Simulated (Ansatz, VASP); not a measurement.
**CdI2 in VASP and in Ansatz**

```
Cd I
1.0
     4.24235    0.00000    0.00000
    -2.12117    3.67398    0.00000
     0.00000    0.00000   43.94623
Cd I
2 4
Direct
  0.00000 0.00000 0.19771
  0.33333 0.66667 0.37117
  0.33333 0.66667 0.15819
  0.66667 0.33333 0.23720
  0.66667 0.33333 0.33168
  0.00000 0.00000 0.41069
```

Alike in both runs: functional PBE; dispersion D3(BJ); k mesh 6 × 6 × 1; occupations gaussian, width 0.1 eV; no spin polarisation.

Ansatz relaxed the structure, and its values are those at the end. VASP's run is a single point on that final structure, the one shown.

|  | VASP | Ansatz |
| --- | --- | --- |
| version | VASP 6.6.1 | Ansatz 0.2.0 |
| potentials or method | VASP PAW PBE potentials, release 64 (Cd, I), cutoff 400 eV | scalar-relativistic, plane waves, PAW |
| valence electrons in the cell | 52 | 108 |

|  | VASP | Ansatz | Ansatz less VASP |
| --- | --- | --- | --- |
| gap on the k mesh at the Fermi level (eV) | 2.37 | 2.38 | +0.007 |
| least direct gap on the mesh (eV) | 2.59 | 2.59 | +0.007 |
| rms of the force components (eV/Å) | 0.012 | 0.002 | -0.0093 |

VASP's potentials hold 52 valence electrons a cell and Ansatz's 108, so a difference there can come from the potentials and not from the codes. Ansatz's warnings: slab cell height set, structure snapped to symmetry.

Neither program's run includes spin-orbit coupling.
